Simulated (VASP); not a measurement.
# Ir (Fm-3m) in VASP: notebook

Ir is run at these levels: LDA, PBE; tasks: relaxation of cell and atoms, single point.

Program: VASP 6.6.1. These are calculated values, not measurements. Logs are shortened: lines on timing, memory, paths and dates and some standing lists are left out, and cuts for length are marked.

**1. The cell of the first run**

The structure is cubic, space group Fm-3m (No. 225). Conventional cell: a = 3.831 Å, b = 3.831 Å, c = 3.831 Å, α = 90.00°, β = 90.00°, γ = 90.00°. Ir (site symmetry m-3m) has 12 Ir at 2.71 Å within 3.6 Å.

**2. Relaxation of cell and atoms, LDA, non-collinear spin, zero start, spin-orbit coupling**

File INCAR:

```
PREC = Accurate
ENCUT = 600
EDIFF = 1E-7
ISMEAR = -1
SIGMA = 0.05
LREAL = F
LASPH = T
NELM = 150
ALGO = Normal
ISIF = 3
LWAVE = F
LCHARG = F
MAGMOM = 0 0 0
LORBIT = 11
LSORBIT = T
GGA_COMPAT = F
LORBMOM = T
LMAXMIX = 4
IBRION = 2
NSW = 80
EDIFFG = -0.005
```

File KPOINTS:

```
Automatic mesh
0
Gamma
  9 9 9
```

File POSCAR:

```
Ir
1.0
    0.0000000000      1.9156000000      1.9156000000
    1.9156000000      0.0000000000      1.9156000000
    1.9156000000      1.9156000000      0.0000000000
Ir
1
Direct
    0.0000000000      0.0000000000      0.0000000000
```

Potentials or basis: VASP PAW LDA potentials, release 64 (Ir).

Launch:

```bash
> cat potpaw_LDA.64/Ir/POTCAR > POTCAR
> mpirun -np 1 vasp_ncl > vasp.out
```

OUTCAR:

```text
PREC = Accurate
   ENCUT = 600
   EDIFF = 1E-7
   ISMEAR = -1
   LREAL = F
   LASPH = T
   NELM = 150
   ISIF = 3
   LORBIT = 11
   LSORBIT = T
   IBRION = 2
   NSW = 80
   EDIFFG = -0.005

 ion  position               nearest neighbor table
   1  0.000  0.000  0.000-

  LATTYP: Found a face centered cubic cell.
 ALAT       =     3.8312000000

  Lattice vectors:

 A1 = (   0.0000000000,   1.9156000000,   1.9156000000)
 A2 = (   1.9156000000,   0.0000000000,   1.9156000000)
 A3 = (   1.9156000000,   1.9156000000,   0.0000000000)

Analysis of symmetry for initial positions (statically):
[... 5 lines left out ...]
 face centered cubic supercell.

 Subroutine GETGRP returns: Found 48 space group operations
 (whereof 48 operations were pure point group operations)
 out of a pool of 48 trial point group operations.

The static configuration has the point symmetry O_h .

Analysis of symmetry for dynamics (positions and initial velocities):
[... 5 lines left out ...]
 face centered cubic supercell.

 Subroutine GETGRP returns: Found 48 space group operations
 (whereof 48 operations were pure point group operations)
 out of a pool of 48 trial point group operations.

The dynamic configuration has the point symmetry O_h .

Analysis of structural, dynamic, and magnetic symmetry:
=====================================================================
 Subroutine PRICEL returns:
 Original cell was already a primitive cell.

 Routine SETGRP: Setting up the symmetry group for a
 face centered cubic supercell.

 Subroutine GETGRP returns: Found 48 space group operations
 (whereof 48 operations were pure point group operations)
 out of a pool of 48 trial point group operations.

The overall configuration has the point symmetry O_h .

 Subroutine INISYM returns: Found 48 space group operations
 (whereof 48 operations are pure point group operations),
 and found     1 'primitive' translations

----------------------------------------------------------------------------------------

                                     Primitive cell

  volume of cell :      14.0587

  direct lattice vectors                    reciprocal lattice vectors
     0.000000000  1.915600000  1.915600000    -0.261014826  0.261014826  0.261014826
     1.915600000  0.000000000  1.915600000     0.261014826 -0.261014826  0.261014826
[... 144 lines left out ...]
  -------------------------------------------------------------------------------------
  Total       -0.2696047     -0.2696047     -0.2696047      0.0000000      0.0000000      0.0000000
  in kB      -30.7251138    -30.7251138    -30.7251138      0.0000000      0.0000000      0.0000000
  external PRESSURE =     -30.7251138 kB  Pullay stress =       0.0000000 kB
[... 63 lines left out ...]
 number of electron       9.0000000 magnetization       0.0000000     -0.0000000     -0.0000000

 number of electron       9.0000000 magnetization       0.0000000      0.0000000     -0.0000000

 Free energy of the ion-electron system (eV)
  ---------------------------------------------------
  ext. energy  EPLUGINS =         0.00000000
  ---------------------------------------------------
  free energy    TOTEN  =       -10.74808696 eV

  energy without entropy =      -10.74454585  energy(sigma->0) =      -10.74631640

 E-fermi :  10.5546     XC(G=0): -14.2207

 val. band max:       10.5388979773   @ k =  -0.4444   0.4444   0.1111
 cond. band min:      10.6429332286   @ k =  -0.3333   0.3333   0.0000
 fundamental gap:      0.1040352513
 Fermi energy:        10.5546392160

 k-point     1 :       0.0000    0.0000    0.0000
  band No.  band energies     occupation
      1      -0.6938      1.00000
      2      -0.6938      1.00000
      3       6.2056      1.00000
      4       6.2056      1.00000
      5       6.2056      1.00000
      6       6.2056      1.00000
[... 433 lines left out ...]
      3       3.0887      1.00000
      4       3.0887      1.00000
      5      11.0661      0.00004
      6      11.0661      0.00004
[... 8 lines left out ...]
     15      22.7807      0.00000
     16      22.7807      0.00000

 [... further k-points ...]
[... 5 lines left out ...]
  --------------------------------------------------------------------------------------
  -------------------------------------------------------------------------------------
  Total       -0.0037146     -0.0037146     -0.0037146      0.0000000      0.0000000      0.0000000
  in kB       -0.4266312     -0.4266312     -0.4266312      0.0000000      0.0000000      0.0000000
  external PRESSURE =      -0.4266312 kB  Pullay stress =       0.0000000 kB
[... 16 lines left out ...]
  FREE ENERGIE OF THE ION-ELECTRON SYSTEM (eV)
  ---------------------------------------------------
  free  energy   TOTEN  =       -10.7480869597 eV

  energy  without entropy=      -10.7445458457  energy(sigma->0) =      -10.74631640

 reached required accuracy - stopping structural energy minimisation

 orbital moment (x)

 # of ion     p       d       tot
 ----------------------------------------
  1        -0.000  -0.000  -0.000
 ----------------------------------------
           -0.000  -0.000  -0.000

 orbital moment (y)

 # of ion     p       d       tot
 ----------------------------------------
  1         0.000   0.000   0.000
 ----------------------------------------
            0.000   0.000   0.000

 orbital moment (z)

 # of ion     p       d       tot
 ----------------------------------------
  1         0.000   0.000   0.000
 ----------------------------------------
            0.000   0.000   0.000

 Spin-Orbit-Coupling matrix elements

 Ion:    1  E_soc:     -0.7939818
 l=   1
     0.0000000    -0.0398743    -0.0398743
    -0.0398743     0.0000000    -0.0398743
    -0.0398743    -0.0398743     0.0000000
 l=   2
     0.0000000    -0.0148009     0.0000000    -0.0148009    -0.0776551
    -0.0148009     0.0000000    -0.0582413    -0.0148009    -0.0194138
     0.0000000    -0.0582413     0.0000000    -0.0582413     0.0000000
    -0.0148009    -0.0148009    -0.0582413     0.0000000    -0.0194138
    -0.0776551    -0.0194138     0.0000000    -0.0194138     0.0000000
 l=   3
     0.0000000     0.0000000     0.0000000     0.0000000     0.0000000     0.0000000     0.0000000
     0.0000000     0.0000000     0.0000000     0.0000000     0.0000000     0.0000000     0.0000000
     0.0000000     0.0000000     0.0000000     0.0000000     0.0000000     0.0000000     0.0000000
     0.0000000     0.0000000     0.0000000     0.0000000     0.0000000     0.0000000     0.0000000
     0.0000000     0.0000000     0.0000000     0.0000000     0.0000000     0.0000000     0.0000000
     0.0000000     0.0000000     0.0000000     0.0000000     0.0000000     0.0000000     0.0000000
     0.0000000     0.0000000     0.0000000     0.0000000     0.0000000     0.0000000     0.0000000

 total charge

# of ion       s       p       d       tot
------------------------------------------
    1        0.684   0.769   7.014   8.467

 magnetization (x)

# of ion       s       p       d       tot
------------------------------------------
    1        0.000   0.000   0.000   0.000

 magnetization (y)

# of ion       s       p       d       tot
------------------------------------------
    1        0.000   0.000  -0.000  -0.000

 magnetization (z)

# of ion       s       p       d       tot
------------------------------------------
    1        0.000  -0.000  -0.000  -0.000
```

OSZICAR:

```text
N       E                     dE             d eps       ncg     rms          rms(c)
DAV:   1     0.783970171907E+02    0.78397E+02   -0.46498E+03  1120   0.127E+03
DAV:   2    -0.910896954863E+01   -0.87506E+02   -0.78922E+02  1120   0.326E+02
DAV:   3    -0.113207126628E+02   -0.22117E+01   -0.21765E+01  1592   0.625E+01
[... 27 lines left out ...]
DAV:   5    -0.107480784455E+02    0.42979E-05   -0.12142E-04  1304   0.146E-01    0.379E-02
DAV:   6    -0.107480859157E+02   -0.74702E-05   -0.76273E-06  1472   0.231E-02    0.423E-03
DAV:   7    -0.107480866763E+02   -0.76057E-06   -0.44758E-07  1312   0.837E-03    0.320E-03
DAV:   8    -0.107480869373E+02   -0.26098E-06   -0.11637E-07  1416   0.316E-03    0.981E-04
DAV:   9    -0.107480869597E+02   -0.22393E-07   -0.70852E-09   616   0.116E-03
   3 F= -.10748087E+02 E0= -.10746316E+02  d E =-.106408E-02  mag=     0.0000    -0.0000    -0.0000
```

It took 64 s on 1 thread of Intel Xeon 6975P-C (Granite Rapids), shared host; peak memory 0.19 GiB.

What came out:

```yaml
Free_energy: -10.7481 eV
Relaxed_volume: 13.95 Å³/atom
Relaxed_cell: a = 2.702 Å, b = 2.702 Å, c = 2.702 Å, α = 60.00°, β = 60.00°, γ = 60.00°
Space_group_after_relaxing_to_0.05_Å: Fm-3m (No. 225)
Energy_gained_by_relaxing: 1.1 meV/atom
Ionic_steps: 3
Pressure_after_relaxing: 0.0 GPa
Net_moment: 0.00 μB per cell
Valence_electrons_inside_the_program's_atomic_spheres: Ir 8.47
```

The path:
```
step  energy change (eV)  largest force (eV/Å)  pressure (GPa)  volume (Å³)
   1              0.0000                0.0000           -3.07        14.06
   2              0.0165                0.0000           13.49        13.52
   3             -0.0011                0.0000           -0.04        13.95
```

Final structure:
```
Ir
1.0
     0.00000    1.91064    1.91064
     1.91064    0.00000    1.91064
     1.91064    1.91064    0.00000
Ir
1
Cartesian
  0.0000 0.0000 0.0000
```

Moments on the atoms (μB; x, y, z):
```
Ir  0.00 0.00 0.00
```

LDA usually gives volumes a few per cent too small. Zero-point motion and thermal expansion aren't in these numbers.

**3. Single point, PBE (volume scaled by 0.98)**

File INCAR:

```
SYSTEM = Ir
PREC = Accurate
ENCUT = 520
EDIFF = 1E-7
ISMEAR = -1
SIGMA = 0.05
LREAL = .False.
LASPH = .True.
NELM = 100
ALGO = Normal
ISIF = 2
LWAVE = .False.
LCHARG = .False.
GGA = PE
NBANDS = 10
```

File KPOINTS:

```
regular mesh
0
Gamma
  12 12 12
  0 0 0
```

File POSCAR:

```
Ir
1.0
    0.0000000000      1.9027432368      1.9027432368
    1.9027432368      0.0000000000      1.9027432368
    1.9027432368      1.9027432368      0.0000000000
Ir
1
Direct
    0.0000000000      0.0000000000      0.0000000000
```

Potentials or basis: VASP PAW PBE potentials, release 64 (Ir).

Launch:

```bash
> cat potpaw_PBE.64/Ir/POTCAR > POTCAR
> mpirun -np 1 vasp_std > vasp.out
```

Wall time 5.7 s (1 thread of Intel Xeon Platinum 8488C (Sapphire Rapids), shared host); peak memory 0.13 GiB.

Results (log left out):

```yaml
Free_energy: -8.8254 eV
Pressure: 20.5 GPa
```

Levels at points of the mesh, in eV from the Fermi level:
```csv
k point,band 1,band 2,band 3,band 4,band 5,band 6,band 7,band 8
"(0.00, 0.00, 0.00)",-11.45,-4.09,-4.09,-4.09,-1.28,-1.28,14.23,19.98
"(0.50, 0.00, 0.00)",-8.42,-4.20,-4.20,-0.87,0.90,0.90,7.50,13.78
"(0.50, 0.50, 0.00)",-8.27,-7.67,0.87,1.51,1.51,1.66,10.85,11.80
```

Caveat: the cell differs from its parent crystal (volume scaled by 0.98); spin-orbit coupling is left out, which moves the levels of the heavy elements.
